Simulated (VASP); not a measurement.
# Sc (I4/m) in VASP: single point with PBEsol

Aim: the single point of Sc with PBEsol.

Everything below comes from runs of VASP 6.6.1. Logs are shortened: lines on timing, memory, paths and dates and some standing lists are left out, and cuts for length are marked.

## Step 1: The cell of the first run

It takes space group I4/m (No. 87, tetragonal). The conventional cell has a = 6.039 Å, b = 6.039 Å, c = 5.455 Å, α = 90.00°, β = 90.00°, γ = 90.00°. Sc (site symmetry m) has 11 Sc at 2.99 to 3.45 Å within 3.9 Å.

## Step 2: Single point, PBEsol (strained and its atoms moved)

File INCAR:

```
ALGO     = Fast           # electronic algorithm
EDIFF    = 1E-6           # SCF threshold, eV
ENCUT    = 520            # plane-wave cutoff, eV
GGA      = PS             # functional
ISIF     = 2              # what is computed and relaxed
ISMEAR   = 0              # smearing method
LASPH    = T              # aspherical terms in the spheres
LCHARG   = F              # write CHGCAR
LREAL    = F              # projectors in reciprocal space
LWAVE    = F              # write WAVECAR
NBANDS   = 30             # bands
NELM     = 80             # most SCF steps
PREC     = Accurate       # precision mode
SIGMA    = 0.1            # smearing width, eV
```

File KPOINTS:

```
k-points
0
Gamma
  10 10 10
```

File POSCAR:

```
Sc
1.0
   -3.0195819638      3.0195819638      2.7274604230
    3.0195819638     -3.0195819638      2.7274604230
    3.0195819638      3.0195819638     -2.7274604230
Sc
4
Direct
    0.1773138646      0.3274569445      0.5047708092
    0.6725430555      0.1773138646      0.8498569101
    0.3274569445      0.8226861354      0.1501430899
    0.8226861354      0.6725430555      0.4952291908
```

Potentials or basis: VASP PAW PBE potentials, release 64 (Sc_sv).

On the command line:

```bash
> cat potpaw_PBE.64/Sc_sv/POTCAR > POTCAR
> mpirun -np 1 vasp_std > vasp.out
```

OUTCAR:

```text
EDIFF = 1E-6
   ENCUT = 520
   GGA = PS
   ISIF = 2
   ISMEAR = 0
   LASPH = T
   LREAL = F
   NELM = 80
   PREC = Accurate

 ion  position               nearest neighbor table
   1  0.177  0.327  0.505-   4 2.99   4 3.01   4 3.01   2 3.13   3 3.13   3 3.18   2 3.18
   2  0.673  0.177  0.850-   3 2.99   3 3.01   3 3.01   1 3.13   4 3.13   4 3.18   1 3.18
   3  0.327  0.823  0.150-   2 2.99   2 3.01   2 3.01   4 3.13   1 3.13   1 3.18   4 3.18
   4  0.823  0.673  0.495-   1 2.99   1 3.01   1 3.01   3 3.13   2 3.13   2 3.18   3 3.18

  LATTYP: Found a body centered tetragonal cell.
 ALAT       =     6.0391639276
 C/A-ratio  =     0.9032576217

  Lattice vectors:

 A1 = (  -3.0195819638,   3.0195819638,   2.7274604230)
 A2 = (   3.0195819638,  -3.0195819638,   2.7274604230)
 A3 = (   3.0195819638,   3.0195819638,  -2.7274604230)

Analysis of symmetry for initial positions (statically):
=====================================================================
 Subroutine PRICEL returns:
 Original cell was already a primitive cell.

 Routine SETGRP: Setting up the symmetry group for a
 body centered tetragonal supercell.

 Subroutine GETGRP returns: Found  8 space group operations
 (whereof  8 operations were pure point group operations)
 out of a pool of 16 trial point group operations.

The static configuration has the point symmetry C_4h.

Analysis of symmetry for dynamics (positions and initial velocities):
=====================================================================
 Subroutine PRICEL returns:
 Original cell was already a primitive cell.

 Routine SETGRP: Setting up the symmetry group for a
 body centered tetragonal supercell.

 Subroutine GETGRP returns: Found  8 space group operations
 (whereof  8 operations were pure point group operations)
 out of a pool of 16 trial point group operations.

The dynamic configuration has the point symmetry C_4h.

 Subroutine INISYM returns: Found  8 space group operations
 (whereof  8 operations are pure point group operations),
 and found     1 'primitive' translations

----------------------------------------------------------------------------------------

                                     Primitive cell

  volume of cell :      99.4746

  direct lattice vectors                    reciprocal lattice vectors
[... 90 lines left out ...]
   NELM   =     80;   NELMIN=  2; NELMDL= -5     # of ELM steps
   EDIFF  = 0.1E-05   stopping-criterion for ELM
   LREAL  =      F    real-space projection
   EDIFFG = 0.1E-04   stopping-criterion for IOM
   NSW    =      0    number of steps for IOM
   IBRION =     -1    ionic relax: 0-MD 1-quasi-New 2-CG
   NFREE  =      0    steps in history (QN), initial steepest desc. (CG)
   ISIF   =      2    stress and relaxation
   ISYM   =      2    0-nonsym 1-usesym 2-fastsym
   POTIM  = 0.5000    time-step for ionic-motion
   TEBEG  =    0.0;   TEEND  =   0.0 temperature during run
   PSTRESS=    0.0 pullay stress
   NELECT =      44.0000    total number of electrons
   NUPDOWN=      -1.0000    fix difference up-down
   EMIN   =  10.00;   EMAX   =-10.00  energy-range for DOS
   EFERMI =   0.00;   METHOD = LEGACY
   ISMEAR =     0;   SIGMA  =   0.10  broadening in eV -4-tet -1-fermi 0-gaus
   EFERMI_NEDOS =   21; number of points for ismear=-14 and -15
   IALGO  =     68    algorithm
   IMIX   =      4    mixing-type and parameters
     AMIX     =   0.40;   BMIX     =  1.00
     AMIX_MAG =   1.60;   BMIX_MAG =  1.00
  volume/ion in A,a.u.               =      24.87       167.82
  Fermi-wavevector in a.u.,A,eV,Ry     =   1.247350  2.357150 21.169063  1.555882
  Thomas-Fermi vector in A             =   2.381486
   LORBIT       =      0    0 simple, 1 ext, 2 COOP (PROOUT), +10 PAW based schemes
   GGA     = PS    functional components
   LHFCALC =     F    Hartree Fock is set to
   AEXX    =    0.0000 exact exchange contribution
   IVDW    =     0    specifies the selected vdW correction
   LEPSILON=     F    determine dielectric tensor
   LRPA    =     F    only Hartree local field effects (RPA)
 non-spin polarized calculation
 RMM-DIIS sequential band-by-band and
 Gauss-broadening in eV      SIGMA  =   0.10
  energy-cutoff  :      520.00
  volume of cell :       99.47
 maximum number of plane-waves:      2702
 NGX is ok and might be reduce to    40
   NGX = 19   NGY = 19   NGZ = 19

 number of electron      44.0000003 magnetization

 Free energy of the ion-electron system (eV)
  ---------------------------------------------------
  ext. energy  EPLUGINS =         0.00000000
  ---------------------------------------------------
  free energy    TOTEN  =       -25.44261681 eV

  energy without entropy =      -25.40630208  energy(sigma->0) =      -25.42445944

 E-fermi :   3.4698     XC(G=0):  -9.9011

 val. band max:        3.4673237414   @ k =   0.3000   0.2000   0.0000
 cond. band min:       3.4698703334   @ k =  -0.3000  -0.4000   0.1000
 fundamental gap:      0.0025465920
 Fermi energy:         3.4697821772

 k-point     1 :       0.0000    0.0000    0.0000
  band No.  band energies     occupation
      1     -45.6794      2.00000
      2     -45.5967      2.00000
      3     -45.5574      2.00000
      4     -45.5574      2.00000
      5     -24.5537      2.00000
      6     -24.5537      2.00000
[... 781 lines left out ...]
     29       5.0525      0.00000
     30       5.5798      0.00000

 [... further k-points ...]

------------------------ aborting loop because EDIFF is reached ----------------------------------------

  FORCE on cell =-STRESS in cart. coord.  units (eV):
  Direction    XX          YY          ZZ          XY          YZ          ZX
  --------------------------------------------------------------------------------------
  -------------------------------------------------------------------------------------
  Total       -0.3866414     -0.3866414     -0.5215014      0.0000000     -0.0000000      0.0000000
  in kB       -6.2274014     -6.2274014     -8.3995097      0.0000006     -0.0000000      0.0000000
  external PRESSURE =      -6.9514375 kB  Pullay stress =       0.0000000 kB

 VOLUME and BASIS-vectors are now :
 -----------------------------------------------------------------------------
  energy-cutoff  :      520.00
  volume of cell :       99.47
      direct lattice vectors                 reciprocal lattice vectors
    -3.019581964  3.019581964  2.727460423     0.000000000  0.165585835  0.183320717
     3.019581964 -3.019581964  2.727460423     0.165585835  0.000000000  0.183320717
     3.019581964  3.019581964 -2.727460423     0.165585835  0.165585835  0.000000000

 POSITION                                       TOTAL-FORCE (eV/Angst)
 -----------------------------------------------------------------------------------
      1.97757      1.07083     -0.00000         0.408567     -0.619210     -0.000000
      1.07083      4.06160      0.00000        -0.619210     -0.408567      0.000000
      1.94875     -1.04202      2.72746         0.619210      0.408567     -0.000000
      1.04202      1.94875      2.72746        -0.408567      0.619210     -0.000000
 -----------------------------------------------------------------------------------
    total drift:                               -0.000000      0.000000     -0.000000

  FREE ENERGIE OF THE ION-ELECTRON SYSTEM (eV)
  ---------------------------------------------------
  free  energy   TOTEN  =       -25.4426168054 eV

  energy  without entropy=      -25.4063020772  energy(sigma->0) =      -25.42445944
```

OSZICAR:

```text
N       E                     dE             d eps       ncg     rms          rms(c)
DAV:   1     0.919167970619E+03    0.91917E+03   -0.19932E+04  8640   0.156E+03
DAV:   2     0.416404880747E+02   -0.87753E+03   -0.86388E+03 12352   0.719E+02
DAV:   3    -0.253156913332E+02   -0.66956E+02   -0.64033E+02 14496   0.271E+02
[... 11 lines left out ...]
RMM:  15    -0.254426008216E+02   -0.14626E-04   -0.20408E-04 11853   0.518E-02    0.540E-03
RMM:  16    -0.254426101057E+02   -0.92840E-05   -0.98298E-05 10528   0.320E-02    0.151E-03
RMM:  17    -0.254426146706E+02   -0.45650E-05   -0.42798E-05 10057   0.200E-02    0.185E-03
RMM:  18    -0.254426161786E+02   -0.15080E-05   -0.18162E-05  9330   0.132E-02    0.144E-03
RMM:  19    -0.254426168054E+02   -0.62673E-06   -0.73585E-06  8736   0.121E-02
   1 F= -.25442617E+02 E0= -.25424459E+02  d E =-.363147E-01
```

It took 6.6 min on 1 thread of AMD EPYC 9R45 (Zen 5), shared host; peak memory 0.43 GiB.

Results:

| Item | Value |
| --- | --- |
| Free energy | -25.4426 eV |
| Pressure | -0.7 GPa |
| Largest force | 0.742 eV/Å |
| Band gap on the k mesh | zero (bands 22 and 23 overlap by 0.53 eV) |

Forces on the atoms (eV/Å):
```
Sc   0.409 -0.619  0.000
Sc  -0.619 -0.409  0.000
Sc   0.619  0.409  0.000
Sc  -0.409  0.619  0.000
```

Stress tensor (GPa, compression positive):
```
-0.62  0.00  0.00
 0.00 -0.62  0.00
 0.00  0.00 -0.84
```

Levels at points of the mesh, in eV from the Fermi level:
```
           k point  band 20  band 21  band 22  band 23  band 24  band 25
(0.00, 0.00, 0.00)    -0.66    -0.20    -0.20     0.39     1.07     1.13
(0.50, 0.00, 0.00)    -1.16    -0.08    -0.08     0.67     0.70     0.74
(0.50, 0.50, 0.00)    -0.49    -0.44    -0.35    -0.35     0.96     1.00
(0.50, 0.50, 0.50)    -0.83    -0.81     0.18     0.45     0.45     0.97
```

Caveat: the cell differs from its parent crystal (strained and its atoms moved); the PAW data sets were made with another functional, which shifts forces and pressure a little.
